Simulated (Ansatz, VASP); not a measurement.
One calculation of Ni, two programs

File POSCAR:

```
Ni
1.0
    2.2292720451      0.0000000000      0.0000000000
    0.0000000000      2.2292720451      0.0000000000
    0.0000000000      0.0000000000      2.2292720451
Ni
1
Direct
    0.0000000000      0.0000000000      0.0000000000
```

Contents of INCAR.step1:

```
SYSTEM = Ni
ALGO = Normal ; EDIFF = 1E-4
ENCUT = 520 ; GGA = PE
ISMEAR = -1 ; LASPH = .True.
LCHARG = .False. ; LREAL = .False.
LWAVE = .True. ; NBANDS = 11
NELM = 100 ; PREC = Accurate
SIGMA = 0.1
```

Contents of INCAR.step2:

```
SYSTEM = Ni
ALGO = Normal ; EDIFF = 1E-6
ENCUT = 520 ; ISIF = 2
ISMEAR = -1 ; ISTART = 1
LASPH = .True. ; LCHARG = .True.
LELF = .True. ; LMIXTAU = .True.
LREAL = .False. ; LVHAR = .True.
LWAVE = .False. ; METAGGA = R2SCAN
NBANDS = 11 ; NELM = 100
PREC = Accurate ; SIGMA = 0.1
```

The input KPOINTS:

```
k-points
0
Gamma
  15 15 15
  0 0 0
```

Input for Ansatz:

```yaml
crystal:
  lattice:
    - [2.2292720451, 0.0, 0.0]
    - [0.0, 2.2292720451, 0.0]
    - [0.0, 0.0, 2.2292720451]
  atoms:
    - { symbol: Ni, position: [0.0, 0.0, 0.0] }
hamiltonian:
  xc: r2scan
  pseudopotentials:
    kind: paw
    azcp:
      Ni: "pseudopotentials/Ni.paw.azcp"
basis:
  ecutwfc: 500
  fft_grid_basis: typed
kpoints:
  mp_grid: { grid: [15, 15, 15], shift: [0, 0, 0] }
magnetization:
  spin_polarized: false
scf:
  occupations: { method: fermi_dirac, width: 0.1 }
  lower_state_search: "off"
output:
  stress: true
```

Alike in both runs: task single point; functional r2SCAN; k mesh 15 × 15 × 15; occupations fermi-dirac, width 0.1 eV; no spin polarisation.

```csv
,VASP,Ansatz
version,VASP 6.6.1,Ansatz 0.2.0
potentials or method,"VASP PAW PBE potentials, release 64 (Ni), cutoff 520 eV","plane waves (500 eV) with PAW, scalar-relativistic"
valence electrons in the cell,10,18
```

```tsv
	VASP	Ansatz	Ansatz less VASP
pressure (GPa)	17.2	16.7	-0.43
```

VASP's potentials were made for PBE, not for r2SCAN. VASP's potentials hold 10 valence electrons a cell and Ansatz's 18, so a difference there can come from the potentials and not from the codes.
